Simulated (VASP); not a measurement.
# S (Pmma) in VASP: single point with PBE

Aim: the single point of S with PBE.

All numbers are computed with VASP 6.6.1; they aren't measurements. Logs are shortened: lines on timing, memory, paths and dates and some standing lists are left out, and cuts for length are marked.

### Step 1. The cell of the first run

Symmetry: Pmma, No. 51, orthorhombic system. Conventional cell: a = 7.917 Å, b = 2.708 Å, c = 3.829 Å, α = 90.00°, β = 90.00°, γ = 90.00°. S (site symmetry mm2) has 6 S at 2.70 to 2.81 Å within 3.6 Å. Within 3.6 Å of S (site symmetry 2/m) lie 6 S at 2.70 to 2.81 Å.

### Step 2. Single point, PBE (Te replaced by S, lengths x 0.857, strained)

Contents of INCAR:

```
SYSTEM = S
ALGO     = Normal         ! electronic algorithm
EDIFF    = 1E-6           ! SCF threshold, eV
ENCUT    = 520            ! plane-wave cutoff, eV
GGA      = PE             ! functional
ISIF     = 2              ! what is computed and relaxed
ISMEAR   = 0              ! smearing method
LASPH    = .TRUE.         ! aspherical terms in the spheres
LCHARG   = .FALSE.        ! write CHGCAR
LREAL    = .FALSE.        ! projectors in reciprocal space
LWAVE    = .FALSE.        ! write WAVECAR
NBANDS   = 20             ! bands
NELM     = 100            ! most SCF steps
PREC     = Accurate       ! precision mode
SIGMA    = 0.1            ! smearing width, eV
```

Contents of KPOINTS:

```
k-points
0
G
  6 16 12
  0 0 0
```

Contents of POSCAR:

```
S
1.0
    7.9170225701      0.0000000000      0.0000000000
    0.0000000000      2.7084880064      0.0000000000
    0.0000000000      0.0000000000      3.8293106272
S
4
Direct
    0.7500000000      0.5000000000      0.5206231000
    0.2500000000      0.5000000000      0.4793769000
    0.0000000000      0.5000000000      0.0000000000
    0.5000000000      0.5000000000      0.0000000000
```

Potentials or basis: VASP PAW PBE potentials, release 64 (S).

Command:

```sh
> cat potpaw_PBE.64/S/POTCAR > POTCAR
> mpirun -np 1 vasp_std > vasp.out
```

OUTCAR:

```text
SYSTEM = S
   EDIFF = 1E-6
   ENCUT = 520
   GGA = PE
   ISIF = 2
   ISMEAR = 0
   LASPH = .TRUE.
   LREAL = .FALSE.
   NELM = 100
   PREC = Accurate

 ion  position               nearest neighbor table
   1  0.750  0.500  0.521-   3 2.70   4 2.70
   2  0.250  0.500  0.479-   3 2.70   4 2.70
   3  0.000  0.500  0.000-   1 2.70   2 2.70
   4  0.500  0.500  0.000-   1 2.70   2 2.70

  LATTYP: Found a simple orthorhombic cell.
 ALAT       =     2.7084880064
 B/A-ratio  =     1.4138185652
 C/A-ratio  =     2.9230413985

  Lattice vectors:

 A1 = (   0.0000000000,   2.7084880064,   0.0000000000)
 A2 = (   0.0000000000,   0.0000000000,   3.8293106272)
 A3 = (   7.9170225701,   0.0000000000,   0.0000000000)

Analysis of symmetry for initial positions (statically):
=====================================================================
 Subroutine PRICEL returns:
 Original cell was already a primitive cell.

 Routine SETGRP: Setting up the symmetry group for a
 simple orthorhombic supercell.

 Subroutine GETGRP returns: Found  8 space group operations
 (whereof  4 operations were pure point group operations)
 out of a pool of  8 trial point group operations.

The static configuration has the point symmetry C_2h.
 The point group associated with its full space group is D_2h.

Analysis of symmetry for dynamics (positions and initial velocities):
=====================================================================
 Subroutine PRICEL returns:
 Original cell was already a primitive cell.

 Routine SETGRP: Setting up the symmetry group for a
 simple orthorhombic supercell.

 Subroutine GETGRP returns: Found  8 space group operations
 (whereof  4 operations were pure point group operations)
 out of a pool of  8 trial point group operations.

The dynamic configuration has the point symmetry C_2h.
 The point group associated with its full space group is D_2h.

 Subroutine INISYM returns: Found  8 space group operations
 (whereof  4 operations are pure point group operations),
 and found     1 'primitive' translations

----------------------------------------------------------------------------------------

                                     Primitive cell

  volume of cell :      82.1125

  direct lattice vectors                    reciprocal lattice vectors
     7.917022570  0.000000000  0.000000000     0.126310111  0.000000000  0.000000000
     0.000000000  2.708488006  0.000000000     0.000000000  0.369209684  0.000000000
     0.000000000  0.000000000  3.829310627     0.000000000  0.000000000  0.261143610

  length of vectors
     7.917022570  2.708488006  3.829310627     0.126310111  0.369209684  0.261143610

  position of ions in fractional coordinates (direct lattice)
     0.750000000  0.500000000  0.520623100
     0.250000000  0.500000000  0.479376900
     0.000000000  0.500000000  0.000000000
     0.500000000  0.500000000  0.000000000

  ion indices of the primitive-cell ions
   primitive index   ion index
                 1           1
                 2           2
                 3           3
                 4           4

----------------------------------------------------------------------------------------

 KPOINTS: k-points

Automatic generation of k-mesh.
 Grid dimensions read from file:
 generate k-points for:    6   16   12

 Generating k-lattice:

  Cartesian coordinates                     Fractional coordinates (reciprocal lattice)
     0.021051685  0.000000000  0.000000000     0.166666667  0.000000000  0.000000000
     0.000000000  0.023075605  0.000000000     0.000000000  0.062500000  0.000000000
     0.000000000  0.000000000  0.021761967     0.000000000  0.000000000  0.083333333

  Length of vectors
     0.021051685  0.023075605  0.021761967

  Shift w.r.t. Gamma in fractional coordinates (k-lattice)
     0.000000000  0.000000000  0.000000000

 Subroutine IBZKPT returns following result:
 ===========================================

 Found    252 irreducible k-points:

 Following reciprocal coordinates:
            Coordinates               Weight
  0.000000  0.000000  0.000000      1.000000
  0.166667  0.000000  0.000000      2.000000
  0.333333  0.000000  0.000000      2.000000
  0.500000  0.000000  0.000000      1.000000
  0.000000  0.062500  0.000000      2.000000
  0.166667  0.062500  0.000000      4.000000
[... 16 lines left out ...]
  0.333333  0.312500  0.000000      4.000000
  0.500000  0.312500  0.000000      2.000000
 [... further k-points ...]
   k-points           NKPTS =    252   k-points in BZ     NKDIM =    252   number of bands    NBANDS=     20
   number of dos      NEDOS =    301   number of ions     NIONS =      4
   total plane-waves  NPLWV =  33600
   dimension x,y,z NGX =    60 NGY =   20 NGZ =   28
   dimension x,y,z NGXF=   120 NGYF=   40 NGZF=   56
   ions per type =               4
   NGX,Y,Z   is equivalent  to a cutoff of  12.60, 12.28, 12.16 a.u.
   NGXF,Y,Z  is equivalent  to a cutoff of  25.20, 24.55, 24.31 a.u.
 SYSTEM =  S
   PREC   = accura    normal or accurate (medium, high low for compatibility)
   ISTART =      0    job   : 0-new  1-cont  2-samecut
   ICHARG =      2    charge: 1-file 2-atom 10-const
   ISPIN  =      1    spin polarized calculation?
   LNONCOLLINEAR =      F non collinear calculations
   LSORBIT =      F    spin-orbit coupling
   LASPH  =      T    aspherical Exc in radial PAW
   ENCUT  =  520.0 eV  38.22 Ry    6.18 a.u.  14.72  5.04  7.12*2*pi/ulx,y,z
   NELM   =    100;   NELMIN=  2; NELMDL= -5     # of ELM steps
   EDIFF  = 0.1E-05   stopping-criterion for ELM
   LREAL  =      F    real-space projection
   EDIFFG = 0.1E-04   stopping-criterion for IOM
   NSW    =      0    number of steps for IOM
   IBRION =     -1    ionic relax: 0-MD 1-quasi-New 2-CG
   NFREE  =      0    steps in history (QN), initial steepest desc. (CG)
   ISIF   =      2    stress and relaxation
   ISYM   =      2    0-nonsym 1-usesym 2-fastsym
   POTIM  = 0.5000    time-step for ionic-motion
   TEBEG  =    0.0;   TEEND  =   0.0 temperature during run
   PSTRESS=    0.0 pullay stress
   NELECT =      24.0000    total number of electrons
   NUPDOWN=      -1.0000    fix difference up-down
   EMIN   =  10.00;   EMAX   =-10.00  energy-range for DOS
   EFERMI =   0.00;   METHOD = LEGACY
   ISMEAR =     0;   SIGMA  =   0.10  broadening in eV -4-tet -1-fermi 0-gaus
   EFERMI_NEDOS =   21; number of points for ismear=-14 and -15
   IALGO  =     38    algorithm
   IMIX   =      4    mixing-type and parameters
     AMIX     =   0.40;   BMIX     =  1.00
     AMIX_MAG =   1.60;   BMIX_MAG =  1.00
  volume/ion in A,a.u.               =      20.53       138.53
  Fermi-wavevector in a.u.,A,eV,Ry     =   1.086448  2.053088 16.059886  1.180368
  Thomas-Fermi vector in A             =   2.222585
   LORBIT       =      0    0 simple, 1 ext, 2 COOP (PROOUT), +10 PAW based schemes
   GGA     = PE    functional components
   LHFCALC =     F    Hartree Fock is set to
   AEXX    =    0.0000 exact exchange contribution
   IVDW    =     0    specifies the selected vdW correction
   LEPSILON=     F    determine dielectric tensor
   LRPA    =     F    only Hartree local field effects (RPA)
 non-spin polarized calculation
 Gauss-broadening in eV      SIGMA  =   0.10
  energy-cutoff  :      520.00
  volume of cell :       82.11
 maximum number of plane-waves:      2248
 NGX is ok and might be reduce to    60
   NGX = 29   NGY = 11   NGZ = 15

 number of electron      23.9999995 magnetization

 Free energy of the ion-electron system (eV)
  ---------------------------------------------------
  ext. energy  EPLUGINS =         0.00000000
  ---------------------------------------------------
  free energy    TOTEN  =       -13.56387518 eV

  energy without entropy =      -13.55162513  energy(sigma->0) =      -13.55775015

 E-fermi :   4.4972     XC(G=0):  -9.7428

 val. band max:        4.4917494986   @ k =   0.5000   0.0625   0.0000
 cond. band min:       4.5099065074   @ k =   0.3333   0.1875   0.4167
 fundamental gap:      0.0181570088
 Fermi energy:         4.4972330718

 k-point     1 :       0.0000    0.0000    0.0000
  band No.  band energies     occupation
      1     -10.7495      2.00000
      2      -9.1714      2.00000
      3      -9.1671      2.00000
      4      -6.8231      2.00000
      5      -0.2627      2.00000
      6       0.1305      2.00000
[... 12 lines left out ...]
     19      12.5556      0.00000
     20      13.7178      0.00000

 k-point     2 :       0.1667    0.0000    0.0000
  band No.  band energies     occupation
      1     -10.7024      2.00000
      2      -9.6244      2.00000
      3      -8.6691      2.00000
      4      -6.9293      2.00000
      5      -0.1831      2.00000
      6       0.1784      2.00000
[... 12 lines left out ...]
     19      12.7219      0.00000
     20      12.8741      0.00000

 k-point     3 :       0.3333    0.0000    0.0000
  band No.  band energies     occupation
      1     -10.5620      2.00000
      2     -10.0161      2.00000
      3      -8.1506      2.00000
      4      -7.2243      2.00000
      5       0.0380      2.00000
      6       0.3065      2.00000
[... 12 lines left out ...]
     19      13.0836      0.00000
     20      13.5501      0.00000

 k-point     4 :       0.5000    0.0000    0.0000
  band No.  band energies     occupation
      1     -10.3314      2.00000
      2     -10.3314      2.00000
      3      -7.6519      2.00000
      4      -7.6519      2.00000
      5       0.3193      2.00000
      6       0.3193      2.00000
[... 12 lines left out ...]
     19      13.4670      0.00000
     20      13.4670      0.00000

 k-point     5 :       0.0000    0.0625    0.0000
  band No.  band energies     occupation
      1     -10.6915      2.00000
      2      -9.1142      2.00000
      3      -9.1099      2.00000
      4      -6.7666      2.00000
      5      -0.2144      2.00000
      6       0.1782      2.00000
[... 12 lines left out ...]
     19      12.8634      0.00000
     20      13.9694      0.00000
[... 353 lines left out ...]
      6       0.7613      2.00000
[... 12 lines left out ...]
     19      13.1983      0.00000
     20      13.4006      0.00000

 k-point    22 :       0.1667    0.3125    0.0000
  band No.  band energies     occupation
      1      -9.4113      2.00000
      2      -8.3454      2.00000
      3      -7.3993      2.00000
      4      -5.6653      2.00000
      5       0.1680      2.00000
      6       0.8453      2.00000
[... 12 lines left out ...]
     19      12.9273      0.00000
     20      13.2666      0.00000

 k-point    23 :       0.3333    0.3125    0.0000
  band No.  band energies     occupation
      1      -9.2726      2.00000
      2      -8.7328      2.00000
      3      -6.8847      2.00000
      4      -5.9612      2.00000
      5       0.2911      2.00000
      6       0.7617      2.00000
[... 12 lines left out ...]
     19      12.8495      0.00000
     20      13.3921      0.00000

 k-point    24 :       0.5000    0.3125    0.0000
  band No.  band energies     occupation
      1      -9.0446      2.00000
      2      -9.0446      2.00000
      3      -6.3884      2.00000
      4      -6.3884      2.00000
      5       0.4915      2.00000
      6       0.4915      2.00000
[... 12 lines left out ...]
     19      13.0692      0.00000
     20      13.0692      0.00000

 [... further k-points ...]
[... 5 lines left out ...]
  --------------------------------------------------------------------------------------
  -------------------------------------------------------------------------------------
  Total       -5.5676204     -5.2533475     -4.7849593      0.0000000      0.0000000      0.0000000
  in kB     -108.6352588   -102.5031736    -93.3639970      0.0000000      0.0000000      0.0000000
  external PRESSURE =    -101.5008098 kB  Pullay stress =       0.0000000 kB

 VOLUME and BASIS-vectors are now :
 -----------------------------------------------------------------------------
  energy-cutoff  :      520.00
  volume of cell :       82.11
      direct lattice vectors                 reciprocal lattice vectors
     7.917022570  0.000000000  0.000000000     0.126310111  0.000000000  0.000000000
     0.000000000  2.708488006  0.000000000     0.000000000  0.369209684  0.000000000
     0.000000000  0.000000000  3.829310627     0.000000000  0.000000000  0.261143610

 POSITION                                       TOTAL-FORCE (eV/Angst)
 -----------------------------------------------------------------------------------
      5.93777      1.35424      1.99363         0.000000      0.000000      0.325969
      1.97926      1.35424      1.83568         0.000000      0.000000     -0.325969
      0.00000      1.35424      0.00000         0.000000      0.000000      0.000000
      3.95851      1.35424      0.00000         0.000000      0.000000      0.000000
 -----------------------------------------------------------------------------------
    total drift:                                0.000000     -0.000000     -0.000000

  FREE ENERGIE OF THE ION-ELECTRON SYSTEM (eV)
  ---------------------------------------------------
  free  energy   TOTEN  =       -13.5638751784 eV

  energy  without entropy=      -13.5516251313  energy(sigma->0) =      -13.55775015
```

Run time: 84 s. Hardware: 1 thread of Intel Xeon 6975P-C (Granite Rapids), shared host; peak memory 0.37 GiB.

Results:

| Quantity | Value |
| --- | --- |
| Free energy | -13.5639 eV |
| Pressure | -10.2 GPa |
| Largest force | 0.326 eV/Å |
| Band gap on the k mesh | zero (bands 12 and 13 overlap by 3.75 eV) |

Forces on the atoms (eV/Å):
```
S    0.000  0.000  0.326
S    0.000  0.000 -0.326
S    0.000  0.000  0.000
S    0.000  0.000  0.000
```

Stress tensor (GPa, compression positive):
```
-10.86   0.00   0.00
  0.00 -10.25   0.00
  0.00   0.00  -9.34
```

Caveat: the cell differs from its parent crystal (Te replaced by S, lengths x 0.857, strained); the cell stands under tension.
